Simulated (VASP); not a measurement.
Here is a VASP 6.6.1 calculation.

Contents of INCAR:

```
  PREC = Accurate
  ENCUT = 520
  EDIFF = 1E-7
  ISMEAR = 0
  SIGMA = 0.1
  LREAL = F
  LASPH = T
  NELM = 80
  ALGO = Normal
  ISIF = 2
  LWAVE = F
  LCHARG = F
  GGA = PE
  NBANDS = 46
```

File KPOINTS:

```
Automatic mesh
0
Gamma
  8 8 4
```

Contents of POSCAR:

```
CdHg3Se4
1.0
    4.5625297716      0.0000000000      0.0000000000
    0.0000000000      4.5625297716      0.0000000000
    0.0000000000      0.0000000000     12.8671701382
Cd Hg Se
1 3 4
Direct
    0.5000000000      0.5000000000      0.5000000000
    0.0000000000      0.0000000000      0.7485850000
    0.5000000000      0.5000000000      0.0000000000
    0.0000000000      0.0000000000      0.2514150000
    0.5000000000      0.0000000000      0.8742890000
    0.0000000000      0.5000000000      0.1257110000
    0.5000000000      0.0000000000      0.3773530000
    0.0000000000      0.5000000000      0.6226470000
```

Potentials or basis: VASP PAW PBE potentials, release 64 (Cd, Hg, Se).

Launch:

```console
$ cat potpaw_PBE.64/Cd/POTCAR potpaw_PBE.64/Hg/POTCAR potpaw_PBE.64/Se/POTCAR > POTCAR
$ mpirun -np 1 vasp_std > vasp.out
```

(1) Predict the largest force.

(2) Predict the band gap on the k mesh.

(3) Predict the pressure.

Results:

(1) 0.007 eV/Å.

(2) zero (filled and empty bands touch).

(3) -3.1 GPa.

Caveat: the cell stands under tension; semilocal functionals underestimate gaps, so a narrow gap can read as zero; spin-orbit coupling is left out, which moves the levels of the heavy elements.
